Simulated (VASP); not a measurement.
Wanted: the native input for a VASP 6.6.1 run.

```
Task                   : single point
Functional             : r2SCAN
Potentials or basis    : VASP PAW PBE potentials, release 64 (Cu)
Cutoff                 : 520 eV
k mesh                 : 17 × 17 × 17
Occupations            : fermi-dirac, width 0.1 eV
Spin                   : no spin polarisation
Dipole correction      : no
Further INCAR settings : ALGO = Normal; EDIFF = 1e-06; NBANDS = 12
```

Crystal: Cu.

```xyz
1
Lattice="-1.4209 1.4209 1.4209 1.4209 -1.4209 1.4209 1.4209 1.4209 -1.4209" Properties=species:S:1:pos:R:3 pbc="T T T"
Cu    0.0000    0.0000    0.0000
```

The input as run:

POSCAR

```
Cu
1.0
   -1.4209339427      1.4209339427      1.4209339427
    1.4209339427     -1.4209339427      1.4209339427
    1.4209339427      1.4209339427     -1.4209339427
Cu
1
Direct
    0.0000000000      0.0000000000      0.0000000000
```

INCAR.step1

```
PREC = Accurate
ENCUT = 520
ISMEAR = -1
SIGMA = 0.1
LREAL = F
LASPH = T
NELM = 100
NBANDS = 12
GGA = PE
ALGO = Normal
EDIFF = 1E-4
LWAVE = T
LCHARG = F
```

INCAR.step2

```
PREC = Accurate
ENCUT = 520
EDIFF = 1E-6
ISMEAR = -1
SIGMA = 0.1
LREAL = F
LASPH = T
NELM = 100
ALGO = Normal
ISIF = 2
LWAVE = F
LCHARG = T
METAGGA = R2SCAN
LMIXTAU = T
LELF = T
LVHAR = T
NBANDS = 12
ISTART = 1
```

KPOINTS

```
regular mesh
0
Gamma
  17 17 17
```

Potentials or basis: VASP PAW PBE potentials, release 64 (Cu).

Launch:

```console
$ cat potpaw_PBE.64/Cu/POTCAR > POTCAR
$ cp INCAR.step1 INCAR
$ mpirun -np 1 vasp_std > vasp.out
$ cp INCAR.step2 INCAR
$ mpirun -np 1 vasp_std > vasp.out
```

It gave:

```json
{
 "Pressure": "0.6 GPa"
}
```

Caveat: the PAW data sets were made with another functional, which shifts forces and pressure a little.

Wall time 42 s on 1 thread of Intel(R) Xeon(R) Platinum 8488C (Sapphire Rapids), with other jobs on the host, peak memory 0.14 GiB.
